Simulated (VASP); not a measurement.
Set up this calculation in VASP 6.6.1, as the native input.

```
Task                   : relaxation of the atoms
Functional             : PBE
Dispersion             : D3(BJ)
Potentials or basis    : VASP PAW PBE potentials, release 64 (Te, Mo_sv)
Cutoff                 : 520 eV
k mesh                 : 9 × 9 × 1
Occupations            : gaussian, width 0.05 eV
Spin                   : no spin polarisation
Dipole correction      : yes
Further INCAR settings : ALGO = Normal; EDIFF = 1e-07; IBRION = 2; EDIFFG = -0.04; NSW = 60
```

The structure of Te2Mo lies in POSCAR:

```
Te2Mo
1.0
    3.5040030921      0.0000000000      0.0000000000
   -1.7520015461      3.0345556927      0.0000000000
    0.0000000000      0.0000000000     21.6338122454
Te Mo
2 1
Direct
    0.6666666667      0.3333333333      0.4160154437
    0.6666666667      0.3333333333      0.5839845563
    0.3333333333      0.6666666667      0.4999998305
```

These files were run (other wordings do the same):

INCAR

```
SYSTEM = Te2Mo
ALGO     = Normal         ! electronic algorithm
DIPOL    = 0.5 0.5 0.500
EDIFF    = 1E-7           ! SCF threshold, eV
EDIFFG   = -0.04          ! ionic threshold
ENCUT    = 520            ! plane-wave cutoff, eV
GGA      = PE             ! functional
IBRION   = 2              ! ionic algorithm
IDIPOL   = 3            
ISIF     = 2              ! what is computed and relaxed
ISMEAR   = 0              ! smearing method
IVDW     = 12             ! dispersion correction
LASPH    = .True.         ! aspherical terms in the spheres
LCHARG   = .False.        ! write CHGCAR
LDIPOL   = .True.       
LREAL    = .False.        ! projectors in reciprocal space
LWAVE    = .False.        ! write WAVECAR
NELM     = 80             ! most SCF steps
NSW      = 60             ! ionic steps
PREC     = Accurate       ! precision mode
SIGMA    = 0.05           ! smearing width, eV
```

KPOINTS

```
k-points
0
Gamma
  9 9 1
  0 0 0
```

Potentials or basis: VASP PAW PBE potentials, release 64 (Te, Mo_sv).

Run with:

```console
$ cat potpaw_PBE.64/Te/POTCAR potpaw_PBE.64/Mo_sv/POTCAR > POTCAR
$ mpirun -np 1 vasp_std > vasp.out
```

It gave:

```json
{"Largest force after relaxing": "0.013 eV/Å", "Band gap on the k mesh": "1.19 eV, direct", "Dispersion energy per atom": "-0.401 eV"}
```

Caveat: the relaxation stopped at its first step, so nothing moved; spin-orbit coupling is left out, which moves the levels of the heavy elements.

Run time: 3.3 min on 1 thread of AMD EPYC 7R13, on a shared host, peak memory 0.34 GiB.
